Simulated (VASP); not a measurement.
Eu: single point with PBE

Crystal: Eu.

```
Eu
1.0
    -2.19395    2.19395    2.19395
     2.19395   -2.19395    2.19395
     2.19395    2.19395   -2.19395
Eu
1
Direct
  0.00000 0.00000 0.00000
```

| Quantity | Value |
| --- | --- |
| Program | VASP 6.6.1 |
| Task | single point |
| Functional | PBE |
| Potentials or basis | VASP PAW PBE potentials, release 64 (Eu) |
| Cutoff | 520 eV |
| k mesh | 10 × 10 × 10 |
| Occupations | gaussian, width 1 eV |
| Spin | collinear spin, ferromagnetic start |
| Starting moments | [7.02] μB |
| Dipole correction | no |
| Further INCAR settings | ALGO = Normal; EDIFF = 1e-06; NBANDS = 18 |

The pressure is 0.0 GPa. The net moment is 7.30 μB per cell. The site moments are Eu +6.60 μB and the valence electrons inside the program's atomic spheres are Eu 14.66.

Levels at points of the mesh, in eV from the Fermi level:
Spin up:
```csv
k point,band 10,band 11,band 12,band 13,band 14,band 15
"(0.00, 0.00, 0.00)",-1.14,-1.14,-1.09,1.70,1.70,1.70
"(0.50, 0.00, 0.00)",-1.16,-1.14,-1.12,0.34,0.76,3.34
"(0.50, 0.50, 0.50)",-1.12,-1.12,-1.12,-1.12,4.92,4.92
```
Spin down:
```
           k point  band 2  band 3  band 4  band 5  band 6  band 7  band 8  band 9
(0.00, 0.00, 0.00)  -18.20  -18.20  -18.20   -3.51    2.80    2.80    2.80    3.29
(0.50, 0.00, 0.00)  -18.72  -18.37  -18.21   -0.87    1.34    1.62    3.25    3.47
(0.50, 0.50, 0.50)  -18.57  -18.57  -18.57   -0.28   -0.28    3.33    3.33    3.33
```

Run time: 3 min on 1 thread of Intel Xeon 8259CL, with other jobs on the host, peak memory 0.22 GiB.

Caveat: so wide a smearing shifts energies and pressures; spin-orbit coupling is left out, which moves the levels of the heavy elements; semilocal functionals describe open f shells poorly, which spoils levels, moments and volumes. The state reached can hang on the start; a lower one may exist.
